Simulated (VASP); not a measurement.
Write the native input for VASP 6.6.1 that does the following.

- Task: relaxation of cell and atoms
- Functional: PBEsol
- Potentials or basis: VASP PAW PBE potentials, release 64 (Ti_sv, B)
- Cutoff: 600 eV
- k mesh: 14 × 14 × 14
- Occupations: gaussian, width 0.1 eV
- Spin: no spin polarisation
- Target pressure: 2 GPa
- Dipole correction: no
- Further INCAR settings: ALGO = Normal; EDIFF = 1e-07; IBRION = 2; EDIFFG = -0.008; NSW = 70; ISIF = 3

The structure of TiB lies in POSCAR:

```
TiB
1.0
    0.0000000000      2.4378167069      2.4378167069
    2.4378167069      0.0000000000      2.4378167069
    2.4378167069      2.4378167069      0.0000000000
Ti B
1 1
Direct
    0.7500000000      0.7500000000      0.7500000000
    0.0000000000      0.0000000000      0.0000000000
```

The input as run:

INCAR

```
SYSTEM = TiB
ALGO = Normal
EDIFF = 1E-7
EDIFFG = -0.008
ENCUT = 600
GGA = PS
IBRION = 2
ISIF = 3
ISMEAR = 0
LASPH = .True.
LCHARG = .False.
LREAL = .False.
LWAVE = .False.
NELM = 80
NSW = 70
PREC = Accurate
PSTRESS = 20.0
SIGMA = 0.1
```

KPOINTS

```
k-points
0
Gamma
  14 14 14
  0 0 0
```

Potentials or basis: VASP PAW PBE potentials, release 64 (Ti_sv, B).

The run is started by

```bash
$ cat potpaw_PBE.64/Ti_sv/POTCAR potpaw_PBE.64/B/POTCAR > POTCAR
$ mpirun -np 1 vasp_std > vasp.out
```

Results of the run:

- Relaxed volume: 14.51 Å³/atom
- Relaxed cell: a = 3.450 Å, b = 3.450 Å, c = 3.450 Å, α = 60.00°, β = 60.00°, γ = 60.00°
- Space group after relaxing (to 0.05 Å): F-43m (No. 216)
- Energy change on relaxing (the enthalpy is what falls): -0.3 meV/atom
- Ionic steps: 3
- Pressure after relaxing: 2.0 GPa

Caveat: the cell is relaxed towards a set pressure, so the enthalpy falls and the energy may rise; the PAW data sets were made with another functional, which shifts forces and pressure a little.

Wall time 48 s on 1 thread of Intel(R) Xeon(R) 6975P-C (Granite Rapids) (shared host), peak memory 0.2 GiB.
